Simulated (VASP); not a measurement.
Input of a VASP 6.6.1 run:

Contents of INCAR:

```
PREC = Accurate ; ENCUT = 600
EDIFF = 1E-7 ; ISMEAR = 0
SIGMA = 0.1 ; LREAL = F
LASPH = T ; NELM = 80
ALGO = Normal ; ISIF = 3
LWAVE = F ; LCHARG = F
GGA = PE ; IBRION = 2
NSW = 90 ; EDIFFG = -0.04
```

KPOINTS

```
regular mesh
0
Gamma
  4 4 4
```

The input POSCAR:

```
Mg2I
1.0
    4.1776864300      0.0000000000      0.0000000000
    0.0000000000      4.1776864300      0.0000000000
    0.0000000000      0.0000000000      4.7862114800
Mg I
2 1
Direct
    0.0000000000      0.5000000000      0.0000000000
    0.5000000000      0.0000000000      0.0000000000
    0.5000000000      0.5000000000      0.0000000000
```

Potentials or basis: VASP PAW PBE potentials, release 64 (Mg, I).

Command:

```sh
$ cat potpaw_PBE.64/Mg/POTCAR potpaw_PBE.64/I/POTCAR > POTCAR
$ mpirun -np 1 vasp_std > vasp.out
```

Q: What does it give for the relaxed volume?

A: 47.17 Å³/atom.

Q: Estimate the space group after relaxing (to 0.05 Å).

A: P4/mmm (No. 123).

Q: What does it give for the relaxed cell?

A: a = 6.247 Å, b = 6.247 Å, c = 3.627 Å, α = 90.00°, β = 90.00°, γ = 90.00°.

Step by step:
```
step  energy change (eV)  largest force (eV/Å)  pressure (GPa)  volume (Å³)
   1              0.0000                0.0000           53.61        83.53
   2            -10.6918                0.0000           -1.32       231.01
   3            -10.7670                0.0000            1.51       153.79
   4            -10.9727                0.0000           -0.73       195.06
   5            -10.9985                0.0000           -0.27       180.87
   6            -10.9997                0.0000           -0.36       183.25
   7            -11.0215                0.0000           -0.43       179.96
   8            -11.0997                0.0000           -0.56       170.09
   9            -11.2660                0.0000           -0.49       150.41
  10            -11.1233                0.0000            4.63       111.28
  11            -11.2976                0.0000           -0.26       144.44
  12            -11.3010                0.0000            0.00       140.19
  13            -11.3021                0.0000           -0.07       141.52
```

Caveat: the k points lie up to 0.43 Å⁻¹ apart in the final cell; the volume moved by over 15 % at a fixed basis, so the end points are rough; an odd number of electrons without spin polarisation forces a metal; a magnetic or distorted state may lie lower.
